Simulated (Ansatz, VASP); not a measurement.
# Two plane-wave programs on Rb

```
Rb
1.0
    -2.78610    2.78610    2.78610
     2.78610   -2.78610    2.78610
     2.78610    2.78610   -2.78610
Rb
1
Direct
  0.00000 0.00000 0.00000
```

Alike in both runs: functional PBEsol; k mesh 10 × 10 × 10; occupations gaussian, width 0.1 eV; no spin polarisation.

Ansatz relaxed the structure, and its values are those at the end. VASP's run is a single point on that final structure, the one shown.

```csv
,VASP,Ansatz
version,VASP 6.6.1,Ansatz 0.2.0
potentials or method,"VASP PAW PBE potentials, release 64 (Rb_sv), cutoff 520 eV","scalar-relativistic, plane waves, PAW"
valence electrons in the cell,9,9
```

|  | VASP | Ansatz | Ansatz less VASP |
| --- | --- | --- | --- |
| gap on the k mesh at the Fermi level (eV) | none | none | - |
| pressure (GPa) | 0.0 | 0.0 | 0.00 |

VASP's potentials were made for PBE, not for PBEsol. A gap of «none» marks a metal or a gap that the smearing closes.
